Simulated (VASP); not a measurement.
**InSe: single point with PBE**

InSe:

```
CELL_PARAMETERS angstrom
5.64448 -2.01422 -0.24803
5.64448 2.01422 -0.24803
-1.73998 0.00000 5.71537
ATOMIC_POSITIONS crystal
In 0.87990 0.89590 0.05330
In 0.10410 0.12010 0.94670
Se 0.67797 0.65469 0.69521
Se 0.34531 0.32203 0.30479
```

This cell differs from its parent crystal: atoms displaced along a vibrational mode, the cell strained.

```yaml
Program: VASP 6.6.1
Task: single point
Functional: PBE
Potentials_or_basis: VASP PAW PBE potentials, release 64 (In_d, Se)
Cutoff: 520 eV
k_mesh: 8 × 8 × 6
Occupations: gaussian, width 0.05 eV
Spin: no spin polarisation
```

| Property | Result |
| --- | --- |
| Pressure | 0.5 GPa |
| Largest force | 0.325 eV/Å |
| Band gap on the k mesh | 1.21 eV (least direct gap 1.34 eV) |

Forces on the atoms (eV/Å):
```
In   0.051 -0.294  0.109
In  -0.051 -0.294 -0.109
Se  -0.103  0.294  0.090
Se   0.103  0.294 -0.090
```

Stress tensor (GPa, compression positive):
```
 0.98  0.00  0.63
 0.00  0.70  0.00
 0.63  0.00 -0.12
```

Levels at points of the mesh, in eV from the valence-band top:
```tsv
k point	band 15	band 16	band 17	band 18	band 19	band 20	band 21	band 22	band 23	band 24
(0.00, 0.00, 0.00)	-3.28	-2.07	-1.61	-1.20	-0.90	2.27	2.69	3.31	4.72	5.41
(0.50, 0.00, 0.00)	-2.55	-2.45	-2.16	-2.00	-0.97	1.41	2.37	3.64	3.90	4.28
(0.50, 0.50, 0.00)	-2.50	-1.91	-1.51	-0.64	0.00	1.73	2.75	3.92	4.10	5.19
(0.00, 0.00, 0.50)	-2.31	-1.63	-1.53	-1.06	-0.84	1.21	1.85	3.60	4.38	5.69
(0.50, 0.00, 0.50)	-2.95	-2.66	-2.03	-1.92	-1.16	2.37	2.75	3.83	4.38	5.17
(0.50, 0.50, 0.50)	-2.49	-1.60	-1.16	-1.01	-0.18	1.99	2.88	3.93	5.04	5.42
```

Wall time 4.8 min on 1 thread of AMD EPYC 9R45 96-Core Processor (Zen 5), on a shared host, peak memory 0.51 GiB.

Caveat: the cell differs from its parent crystal (atoms displaced along a vibrational mode, the cell strained); spin-orbit coupling is left out, which moves the levels of the heavy elements. A k mesh can miss the band edges.
